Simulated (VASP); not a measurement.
# CsCl (Pm-3m) in VASP: further runs

CsCl is run at these levels: PBE; tasks: single point.

Everything below comes from runs of VASP 6.6.1. Logs are shortened: lines on timing, memory, paths and dates and some standing lists are left out, and cuts for length are marked.

## 1. The cell of the first run

The structure is cubic, space group Pm-3m (No. 221). The conventional cell has a = 4.141 Å, b = 4.141 Å, c = 4.141 Å, α = 90.00°, β = 90.00°, γ = 90.00°. Cs (site symmetry m-3m) has 8 Cl at 3.59 Å and 6 Cs at 4.14 Å within 4.7 Å. Cl (site symmetry m-3m) has 8 Cs at 3.59 Å and 6 Cl at 4.14 Å within 4.7 Å.

## 2. Single point, PBE

INCAR reads:

```
SYSTEM = CsCl
PREC = Accurate ; ENCUT = 500
EDIFF = 1E-6 ; ISMEAR = 0
SIGMA = 0.01 ; LREAL = .FALSE.
LASPH = .TRUE. ; NELM = 120
ALGO = Normal ; ISIF = 2
LWAVE = .FALSE. ; LCHARG = .FALSE.
GGA = PE ; NBANDS = 15
GGA_COMPAT = .FALSE.
```

KPOINTS reads:

```
Automatic mesh
0
G
  4 4 4
  0 0 0
```

POSCAR reads:

```
CsCl
1.0
    4.1406759133      0.0000000000      0.0000000000
    0.0000000000      4.1406759133      0.0000000000
    0.0000000000      0.0000000000      4.1406759133
Cs Cl
1 1
Direct
    0.0000000000      0.0000000000      0.0000000000
    0.5000000000      0.5000000000      0.5000000000
```

Potentials or basis: VASP PAW PBE potentials, release 64 (Cs_sv, Cl).

On the command line:

```console
cat potpaw_PBE.64/Cs_sv/POTCAR potpaw_PBE.64/Cl/POTCAR > POTCAR
mpirun -np 1 vasp_std > vasp.out
```

OUTCAR:

```text
SYSTEM = CsCl
   PREC = Accurate
   ENCUT = 500
   EDIFF = 1E-6
   ISMEAR = 0
   LREAL = .FALSE.
   LASPH = .TRUE.
   NELM = 120
   ISIF = 2
   GGA = PE

 ion  position               nearest neighbor table
   1  0.000  0.000  0.000-
   2  0.500  0.500  0.500-

  LATTYP: Found a simple cubic cell.
 ALAT       =     4.1406759133

  Lattice vectors:

 A1 = (   4.1406759133,   0.0000000000,   0.0000000000)
 A2 = (   0.0000000000,   4.1406759133,   0.0000000000)
 A3 = (   0.0000000000,   0.0000000000,   4.1406759133)

Analysis of symmetry for initial positions (statically):
=====================================================================
 Subroutine PRICEL returns:
 Original cell was already a primitive cell.

 Routine SETGRP: Setting up the symmetry group for a
 simple cubic supercell.

 Subroutine GETGRP returns: Found 48 space group operations
 (whereof 48 operations were pure point group operations)
 out of a pool of 48 trial point group operations.

The static configuration has the point symmetry O_h .

Analysis of symmetry for dynamics (positions and initial velocities):
=====================================================================
 Subroutine PRICEL returns:
 Original cell was already a primitive cell.

 Routine SETGRP: Setting up the symmetry group for a
 simple cubic supercell.

 Subroutine GETGRP returns: Found 48 space group operations
 (whereof 48 operations were pure point group operations)
 out of a pool of 48 trial point group operations.

The dynamic configuration has the point symmetry O_h .

 Subroutine INISYM returns: Found 48 space group operations
 (whereof 48 operations are pure point group operations),
 and found     1 'primitive' translations

----------------------------------------------------------------------------------------

                                     Primitive cell

  volume of cell :      70.9927

  direct lattice vectors                    reciprocal lattice vectors
     4.140675913  0.000000000  0.000000000     0.241506464  0.000000000  0.000000000
     0.000000000  4.140675913  0.000000000     0.000000000  0.241506464  0.000000000
     0.000000000  0.000000000  4.140675913     0.000000000  0.000000000  0.241506464

  length of vectors
     4.140675913  4.140675913  4.140675913     0.241506464  0.241506464  0.241506464

  position of ions in fractional coordinates (direct lattice)
     0.000000000  0.000000000  0.000000000
     0.500000000  0.500000000  0.500000000

  ion indices of the primitive-cell ions
   primitive index   ion index
                 1           1
                 2           2

----------------------------------------------------------------------------------------

 KPOINTS: Automatic mesh

Automatic generation of k-mesh.
 Grid dimensions read from file:
 generate k-points for:    4    4    4

 Generating k-lattice:

  Cartesian coordinates                     Fractional coordinates (reciprocal lattice)
     0.060376616  0.000000000  0.000000000     0.250000000  0.000000000  0.000000000
     0.000000000  0.060376616  0.000000000     0.000000000  0.250000000  0.000000000
     0.000000000  0.000000000  0.060376616     0.000000000  0.000000000  0.250000000

  Length of vectors
     0.060376616  0.060376616  0.060376616

  Shift w.r.t. Gamma in fractional coordinates (k-lattice)
     0.000000000  0.000000000  0.000000000

 Subroutine IBZKPT returns following result:
 ===========================================

 Found     10 irreducible k-points:

 Following reciprocal coordinates:
            Coordinates               Weight
  0.000000  0.000000  0.000000      1.000000
  0.250000  0.000000  0.000000      6.000000
  0.500000  0.000000  0.000000      3.000000
  0.250000  0.250000  0.000000     12.000000
  0.500000  0.250000  0.000000     12.000000
  0.500000  0.500000  0.000000      3.000000
  0.250000  0.250000  0.250000      8.000000
  0.500000  0.250000  0.250000     12.000000
  0.500000  0.500000  0.250000      6.000000
  0.500000  0.500000  0.500000      1.000000
   k-points           NKPTS =     10   k-points in BZ     NKDIM =     10   number of bands    NBANDS=     15
   number of dos      NEDOS =    301   number of ions     NIONS =      2
   total plane-waves  NPLWV =  27000
   dimension x,y,z NGX =    30 NGY =   30 NGZ =   30
   dimension x,y,z NGXF=    60 NGYF=   60 NGZF=   60
   ions per type =               1   1
   NGX,Y,Z   is equivalent  to a cutoff of  12.04, 12.04, 12.04 a.u.
   NGXF,Y,Z  is equivalent  to a cutoff of  24.09, 24.09, 24.09 a.u.
 SYSTEM =  CsCl
   PREC   = accura    normal or accurate (medium, high low for compatibility)
   ISTART =      0    job   : 0-new  1-cont  2-samecut
   ICHARG =      2    charge: 1-file 2-atom 10-const
   ISPIN  =      1    spin polarized calculation?
   LNONCOLLINEAR =      F non collinear calculations
   LSORBIT =      F    spin-orbit coupling
   LASPH  =      T    aspherical Exc in radial PAW
   ENCUT  =  500.0 eV  36.75 Ry    6.06 a.u.   7.55  7.55  7.55*2*pi/ulx,y,z
   NELM   =    120;   NELMIN=  2; NELMDL= -5     # of ELM steps
   EDIFF  = 0.1E-05   stopping-criterion for ELM
   LREAL  =      F    real-space projection
   EDIFFG = 0.1E-04   stopping-criterion for IOM
   NSW    =      0    number of steps for IOM
   IBRION =     -1    ionic relax: 0-MD 1-quasi-New 2-CG
   NFREE  =      0    steps in history (QN), initial steepest desc. (CG)
   ISIF   =      2    stress and relaxation
   ISYM   =      2    0-nonsym 1-usesym 2-fastsym
   POTIM  = 0.5000    time-step for ionic-motion
   TEBEG  =    0.0;   TEEND  =   0.0 temperature during run
   PSTRESS=    0.0 pullay stress
   NELECT =      16.0000    total number of electrons
   NUPDOWN=      -1.0000    fix difference up-down
   EMIN   =  10.00;   EMAX   =-10.00  energy-range for DOS
   EFERMI =   0.00;   METHOD = LEGACY
   ISMEAR =     0;   SIGMA  =   0.01  broadening in eV -4-tet -1-fermi 0-gaus
   EFERMI_NEDOS =   21; number of points for ismear=-14 and -15
   IALGO  =     38    algorithm
   IMIX   =      4    mixing-type and parameters
     AMIX     =   0.40;   BMIX     =  1.00
     AMIX_MAG =   1.60;   BMIX_MAG =  1.00
  volume/ion in A,a.u.               =      35.50       239.54
  Fermi-wavevector in a.u.,A,eV,Ry     =   0.996270  1.882677 13.504507  0.992553
  Thomas-Fermi vector in A             =   2.128347
   LORBIT       =      0    0 simple, 1 ext, 2 COOP (PROOUT), +10 PAW based schemes
   GGA     = PE    functional components
   LHFCALC =     F    Hartree Fock is set to
   AEXX    =    0.0000 exact exchange contribution
   IVDW    =     0    specifies the selected vdW correction
   LEPSILON=     F    determine dielectric tensor
   LRPA    =     F    only Hartree local field effects (RPA)
 non-spin polarized calculation
 Gauss-broadening in eV      SIGMA  =   0.01
  energy-cutoff  :      500.00
  volume of cell :       70.99
 maximum number of plane-waves:      1856
   NGX = 15   NGY = 15   NGZ = 15

 number of electron      15.9999997 magnetization

 Free energy of the ion-electron system (eV)
  ---------------------------------------------------
  ext. energy  EPLUGINS =         0.00000000
  ---------------------------------------------------
  free energy    TOTEN  =        -6.53182135 eV

  energy without entropy =       -6.53182135  energy(sigma->0) =       -6.53182135

 E-fermi :  -0.2756     XC(G=0):  -8.1982

 val. band max:       -0.3826429014   @ k =   0.0000   0.0000   0.0000
 cond. band min:       4.8192347122   @ k =   0.0000   0.0000   0.0000
 fundamental gap:      5.2018776135
 Fermi energy:        -0.2755748362

 k-point     1 :       0.0000    0.0000    0.0000
  band No.  band energies     occupation
      1     -19.7827      2.00000
      2     -12.5430      2.00000
      3      -6.2784      2.00000
      4      -6.2784      2.00000
      5      -6.2784      2.00000
      6      -0.3826      2.00000
      7      -0.3826      2.00000
      8      -0.3826      2.00000
      9       4.8192      0.00000
     10       5.0225      0.00000
     11       5.0225      0.00000
     12       9.5979      0.00000
     13       9.5979      0.00000
     14       9.5979      0.00000
     15      12.7758      0.00000

 k-point     2 :       0.2500    0.0000    0.0000
  band No.  band energies     occupation
      1     -19.7442      2.00000
      2     -12.5615      2.00000
      3      -6.5555      2.00000
      4      -6.2124      2.00000
      5      -6.2124      2.00000
      6      -1.0168      2.00000
      7      -0.4923      2.00000
      8      -0.4923      2.00000
      9       5.4171      0.00000
     10       5.9750      0.00000
     11       6.4425      0.00000
     12       9.2321      0.00000
     13       9.2321      0.00000
     14       9.9269      0.00000
     15      10.4443      0.00000

 k-point     3 :       0.5000    0.0000    0.0000
  band No.  band energies     occupation
      1     -19.7050      2.00000
      2     -12.5838      2.00000
      3      -6.7954      2.00000
      4      -6.1435      2.00000
      5      -6.1435      2.00000
      6      -1.5238      2.00000
      7      -0.6079      2.00000
      8      -0.6079      2.00000
      9       6.0232      0.00000
     10       7.1636      0.00000
     11       8.4201      0.00000
     12       8.8903      0.00000
     13       9.0662      0.00000
     14       9.0662      0.00000
     15      10.3875      0.00000

 k-point     4 :       0.2500    0.2500    0.0000
  band No.  band energies     occupation
      1     -19.7085      2.00000
      2     -12.5410      2.00000
      3      -6.6720      2.00000
      4      -6.4925      2.00000
      5      -6.1579      2.00000
      6      -1.0582      2.00000
      7      -0.6327      2.00000
      8      -0.5047      2.00000
      9       5.8717      0.00000
     10       6.4856      0.00000
     11       7.1747      0.00000
     12       8.3788      0.00000
     13       8.7954      0.00000
     14       9.4687      0.00000
     15      11.0247      0.00000

 k-point     5 :       0.5000    0.2500    0.0000
  band No.  band energies     occupation
      1     -19.6721      2.00000
      2     -12.5222      2.00000
      3      -6.9056      2.00000
      4      -6.6179      2.00000
      5      -6.1018      2.00000
      6      -1.1399      2.00000
      7      -0.7264      2.00000
      8      -0.5224      2.00000
      9       6.0229      0.00000
     10       6.5378      0.00000
     11       8.1215      0.00000
     12       8.2180      0.00000
     13       8.4661      0.00000
     14       9.9557      0.00000
     15      11.3738      0.00000

 k-point     6 :       0.5000    0.5000    0.0000
  band No.  band energies     occupation
      1     -19.6386      2.00000
      2     -12.4580      2.00000
      3      -7.0222      2.00000
      4      -7.0222      2.00000
      5      -6.0593      2.00000
      6      -0.8068      2.00000
      7      -0.8068      2.00000
      8      -0.4320      2.00000
      9       5.5542      0.00000
     10       5.6310      0.00000
     11       7.5820      0.00000
     12       7.5820      0.00000
     13      11.4528      0.00000
     14      11.4528      0.00000
     15      11.7524      0.00000

 k-point     7 :       0.2500    0.2500    0.2500
  band No.  band energies     occupation
      1     -19.6745      2.00000
      2     -12.5063      2.00000
      3      -6.5821      2.00000
      4      -6.5821      2.00000
      5      -6.5095      2.00000
      6      -0.8410      2.00000
      7      -0.8410      2.00000
      8      -0.8281      2.00000
      9       7.1573      0.00000
     10       7.3276      0.00000
     11       7.3276      0.00000
     12       7.9925      0.00000
     13       8.0857      0.00000
     14       8.0857      0.00000
     15      12.9336      0.00000

 k-point     8 :       0.5000    0.2500    0.2500
  band No.  band energies     occupation
      1     -19.6400      2.00000
      2     -12.4718      2.00000
      3      -6.9061      2.00000
      4      -6.5812      2.00000
      5      -6.4866      2.00000
      6      -1.1039      2.00000
      7      -1.0556      2.00000
      8      -0.6435      2.00000
      9       6.7152      0.00000
     10       7.2684      0.00000
     11       7.4902      0.00000
     12       7.9796      0.00000
     13       8.6520      0.00000
     14      10.2736      0.00000
     15      12.2991      0.00000

 k-point     9 :       0.5000    0.5000    0.2500
  band No.  band energies     occupation
      1     -19.6075      2.00000
      2     -12.4197      2.00000
      3      -6.9130      2.00000
      4      -6.9130      2.00000
      5      -6.4467      2.00000
      6      -1.1281      2.00000
      7      -1.1281      2.00000
      8      -0.9914      2.00000
      9       6.8058      0.00000
     10       7.2085      0.00000
     11       7.7416      0.00000
     12       7.7416      0.00000
     13      10.8163      0.00000
     14      10.8163      0.00000
     15      11.8561      0.00000

 k-point    10 :       0.5000    0.5000    0.5000
  band No.  band energies     occupation
      1     -19.5760      2.00000
      2     -12.3807      2.00000
      3      -6.7948      2.00000
      4      -6.7948      2.00000
      5      -6.7948      2.00000
      6      -1.4471      2.00000
      7      -1.4471      2.00000
      8      -1.4471      2.00000
      9       8.0554      0.00000
     10       8.0554      0.00000
     11       8.0554      0.00000
     12      10.0710      0.00000
     13      10.0710      0.00000
     14      10.0710      0.00000
     15      11.9667      0.00000

------------------------ aborting loop because EDIFF is reached ----------------------------------------

  FORCE on cell =-STRESS in cart. coord.  units (eV):
  Direction    XX          YY          ZZ          XY          YZ          ZX
  --------------------------------------------------------------------------------------
  -------------------------------------------------------------------------------------
  Total        0.3464630      0.3464630      0.3464630      0.0000000      0.0000000     -0.0000000
  in kB        7.8190457      7.8190457      7.8190457      0.0000000      0.0000000     -0.0000000
  external PRESSURE =       7.8190457 kB  Pullay stress =       0.0000000 kB

 VOLUME and BASIS-vectors are now :
 -----------------------------------------------------------------------------
  energy-cutoff  :      500.00
  volume of cell :       70.99
      direct lattice vectors                 reciprocal lattice vectors
     4.140675913  0.000000000  0.000000000     0.241506464  0.000000000  0.000000000
     0.000000000  4.140675913  0.000000000     0.000000000  0.241506464  0.000000000
     0.000000000  0.000000000  4.140675913     0.000000000  0.000000000  0.241506464

 POSITION                                       TOTAL-FORCE (eV/Angst)
 -----------------------------------------------------------------------------------
      0.00000      0.00000      0.00000         0.000000      0.000000      0.000000
      2.07034      2.07034      2.07034         0.000000      0.000000      0.000000
 -----------------------------------------------------------------------------------
    total drift:                                0.000000      0.000000      0.000000

  FREE ENERGIE OF THE ION-ELECTRON SYSTEM (eV)
  ---------------------------------------------------
  free  energy   TOTEN  =        -6.5318213530 eV

  energy  without entropy=       -6.5318213530  energy(sigma->0) =       -6.53182135
```

Wall time 7.9 s (1 thread of Intel Xeon Platinum 8259CL at 2.50GHz (Skylake/Cascade Lake), shared host); peak memory 0.16 GiB.

What came out:

```
Free energy            : -6.5318 eV
Pressure               : 0.8 GPa
Band gap on the k mesh : 5.20 eV, direct
```

Levels at points of the mesh, in eV from the valence-band top:
```
           k point  band 5  band 6  band 7  band 8  band 9  band 10  band 11  band 12
(0.00, 0.00, 0.00)   -5.90    0.00    0.00    0.00    5.20     5.41     5.41     9.98
(0.50, 0.00, 0.00)   -5.76   -1.14   -0.23   -0.23    6.41     7.55     8.80     9.27
(0.50, 0.50, 0.00)   -5.68   -0.42   -0.42   -0.05    5.94     6.01     7.96     7.96
(0.50, 0.50, 0.50)   -6.41   -1.06   -1.06   -1.06    8.44     8.44     8.44    10.45
```

Caveat: spin-orbit coupling is left out, which moves the levels of the heavy elements.

(Part 1 of 2 ends here.)
